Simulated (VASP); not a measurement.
Set up this calculation in VASP 6.6.1, as the native input.

```yaml
Task: relaxation of cell and atoms
Functional: PBE
Potentials_or_basis: VASP PAW PBE potentials, release 64 (Cs_sv, Re)
Cutoff: 600 eV
k_mesh: 6 × 6 × 2
Occupations: gaussian, width 0.1 eV
Spin: no spin polarisation
Dipole_correction: no
Further_INCAR_settings: ALGO = Normal; EDIFF = 1e-06; IBRION = 2; EDIFFG = -0.04; NSW = 90; ISIF = 3
```

The structure of CsRe lies in POSCAR:

```
CsRe
1.0
    3.5119260062      0.0000000000      0.0000000000
    0.0000000000      3.5119260062      0.0000000000
    0.0000000000      0.0000000000     11.7107856385
Cs Re
2 2
Direct
    0.5000000000      0.0000000000      0.2721217865
    0.0000000000      0.5000000000      0.7278782135
    0.5000000000      0.0000000000      0.9767024955
    0.0000000000      0.5000000000      0.0232975045
```

The cell was generated, and may not be a known phase.

One way to write it, as run:

INCAR

```
SYSTEM = CsRe
  PREC = Accurate
  ENCUT = 600
  EDIFF = 1E-6
  ISMEAR = 0
  SIGMA = 0.1
  LREAL = .FALSE.
  LASPH = .TRUE.
  NELM = 100
  ALGO = Normal
  ISIF = 3
  LWAVE = .FALSE.
  LCHARG = .FALSE.
  GGA = PE
  IBRION = 2
  NSW = 90
  EDIFFG = -0.04
```

KPOINTS

```
regular mesh
0
G
  6 6 2
  0 0 0
```

Potentials or basis: VASP PAW PBE potentials, release 64 (Cs_sv, Re).

Run with:

```console
$ cat potpaw_PBE.64/Cs_sv/POTCAR potpaw_PBE.64/Re/POTCAR > POTCAR
$ mpirun -np 1 vasp_std > vasp.out
```

Results of the run:

```
Relaxed volume                        : 36.44 Å³/atom
Relaxed cell                          : a = 3.527 Å, b = 3.527 Å, c = 11.714 Å, α = 90.00°, β = 90.00°, γ = 90.00°
Space group after relaxing (to 0.1 Å) : P4/nmm (No. 129)
Energy gained by relaxing             : 12.6 meV/atom
Ionic steps                           : 5
Pressure after relaxing               : 0.0 GPa
Largest force after relaxing          : 0.028 eV/Å
Band gap on the k mesh                : zero (bands 16 and 17 overlap by 0.68 eV)
```

Caveat: spin-orbit coupling is left out, which moves the levels of the heavy elements.

It took 110 s on 1 thread of AMD EPYC 9R45 96-Core Processor (Zen 5), with other jobs on the host, peak memory 0.28 GiB.
